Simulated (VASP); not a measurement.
Runs of VASP 6.6.1 on As. The structure is that of space group Fm-3m (No. 225), or close to it. The cells are those of the table. 

| task | cell | k mesh for the DOS | occupations for the DOS | gap on the mesh (eV) | pressure (GPa) |
| --- | --- | --- | --- | --- | --- |
| single point | a = 2.512 Å, angles 60.0°, 1 atom | - | - | none | 143.0 |
| single point | a = 2.274 Å, angles 60.0°, 1 atom | - | - | none | 431.3 |
| single point | a = 2.391 Å, angles 60.0°, 1 atom | - | - | none | 251.7 |
| single point | a = 2.887 Å, angles 60.0°, 1 atom | - | - | none | 13.6 |
| single point | a = 2.773 Å, angles 60.0°, 1 atom | - | - | none | (b) |
| single point | a = 2.649 Å, angles 60.0°, 1 atom | - | - | none | (a) |

Alike in all rows: level PBE; potentials or basis VASP PAW PBE potentials, release 64 (As); no spin polarisation; k mesh 15 × 15 × 15; cutoff (eV) 520; smearing fermi-dirac 0.05 eV.

Task: Estimate the missing entries.

Result: (a) 70.8; (b) 34.1.

A k mesh can miss the band edges, and the runs leave out spin-orbit coupling on As.

A gap of «none» marks levels without a gap at the run's occupations.
